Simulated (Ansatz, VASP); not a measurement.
# Two plane-wave programs on Cu

```
Cu
1.0
    -1.46599    1.46599    1.29681
     1.46599   -1.46599    1.29681
     1.46599    1.46599   -1.29681
Cu
1
Cartesian
  0.0000 0.0000 0.0000
```

Alike in both runs: task single point; functional LDA; k mesh 24 × 24 × 24; occupations gaussian, width 0.15 eV; no spin polarisation.

|  | VASP | Ansatz |
| --- | --- | --- |
| version | VASP 6.6.1 | Ansatz 0.2.0 |
| potentials or method | VASP PAW LDA potentials, release 64 (Cu_sv_GW), cutoff 820 eV | scalar-relativistic, plane waves, PAW |
| valence electrons in the cell | 19 | 19 |

Ansatz gave:

* gap on the k mesh at the Fermi level (eV): none
* pressure (GPa): -3.2
* traceless stress, the component that is largest in VASP (GPa): 1.04

Q: Which values does VASP return?

A: gap on the k mesh at the Fermi level (eV): none; pressure (GPa): -3.8; traceless stress, the component that is largest in VASP (GPa): 1.06.

Ansatz warns that its potentials were made for another functional, while VASP's fit it. LDA's correlation is that of Perdew and Zunger in VASP and of Perdew and Wang (1992) in Ansatz. A gap of «none» marks a metal or a gap that the smearing closes.
